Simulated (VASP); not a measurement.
WSe2, 3 atoms in the cell. The cell holds a slab with vacuum, 3 atoms: a = 3.314 Å, b = 3.314 Å, c = 16.661 Å, α = 90.00°, β = 90.00°, γ = 120.00°. 

- Program: VASP 6.6.1
- Task: single point
- Functional: PBEsol
- Potentials or basis: VASP PAW PBE potentials, release 64 (W_sv, Se)
- Cutoff: 520 eV
- k mesh: 9 × 9 × 2
- Occupations: gaussian, width 0.05 eV
- Spin: no spin polarisation
- Dipole correction: no
- Further INCAR settings: ALGO = Normal; EDIFF = 1e-06; NBANDS = 20

Potentials or basis: VASP PAW PBE potentials, release 64 (W_sv, Se).

The run is started by

```console
$ cat potpaw_PBE.64/W_sv/POTCAR potpaw_PBE.64/Se/POTCAR > POTCAR
$ mpirun -np 1 vasp_std > vasp.out
```

Hardware: 1 thread of Intel(R) Xeon(R) Platinum 8488C (Sapphire Rapids), on a shared host.

Question: Estimate the wall time of this run.

Answer: It took 100 s on 1 thread of Intel(R) Xeon(R) Platinum 8488C (Sapphire Rapids), on a shared host, peak memory 0.32 GiB. Counts: scf iterations 21, k points 24.
